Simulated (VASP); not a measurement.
Input of a VASP 6.6.1 run:

The input INCAR:

```
SYSTEM = Fe2Ge
PREC     = Accurate       ! precision mode
ENCUT    = 600            ! plane-wave cutoff, eV
EDIFF    = 1E-6           ! SCF threshold, eV
ISMEAR   = -1             ! smearing method
SIGMA    = 0.05           ! smearing width, eV
LREAL    = .False.        ! projectors in reciprocal space
LASPH    = .True.         ! aspherical terms in the spheres
NELM     = 200            ! most SCF steps
ALGO     = Normal         ! electronic algorithm
ISIF     = 2              ! what is computed and relaxed
LWAVE    = .False.        ! write WAVECAR
LCHARG   = .False.        ! write CHGCAR
ISPIN    = 2              ! spin polarisation
MAGMOM   = 0 0 3 3 3 3    ! initial moments
LORBIT   = 11             ! projections on sites
LMAXMIX  = 4              ! l up to which the mixer works
GGA      = CA             ! functional
NBANDS   = 43             ! bands
GGA_COMPAT= .False.
```

Contents of KPOINTS:

```
Automatic mesh
0
Gamma
  8 8 6
  0 0 0
```

File POSCAR:

```
Fe2Ge
1.0
    4.0072412813      0.0000000000      0.0000000000
   -2.0036206406      3.4703727487      0.0000000000
    0.0000000000      0.0000000000      4.8324007334
Ge Fe
2 4
Direct
    0.3333333333      0.6666666667      0.7500000000
    0.6666666667      0.3333333333      0.2500000000
    0.3333333333      0.6666666667      0.2500000000
    0.6666666667      0.3333333333      0.7500000000
    0.0000000000      0.0000000000      0.5000000000
    0.0000000000      0.0000000000      0.0000000000
```

Potentials or basis: VASP PAW LDA potentials, release 64 (Ge_d, Fe).

Launch:

```console
$ cat potpaw_LDA.64/Ge_d/POTCAR potpaw_LDA.64/Fe/POTCAR > POTCAR
$ mpirun -np 1 vasp_std > vasp.out
```

Estimate the site moments.

Ge -0.04; Fe +0.93, +1.98 μB.

Predict the pressure.

0.1 GPa.

Estimate the net moment.

5.80 μB per cell.

Stress tensor (GPa, compression positive):
```
 0.33  0.00  0.00
 0.00  0.33  0.00
 0.00  0.00 -0.43
```
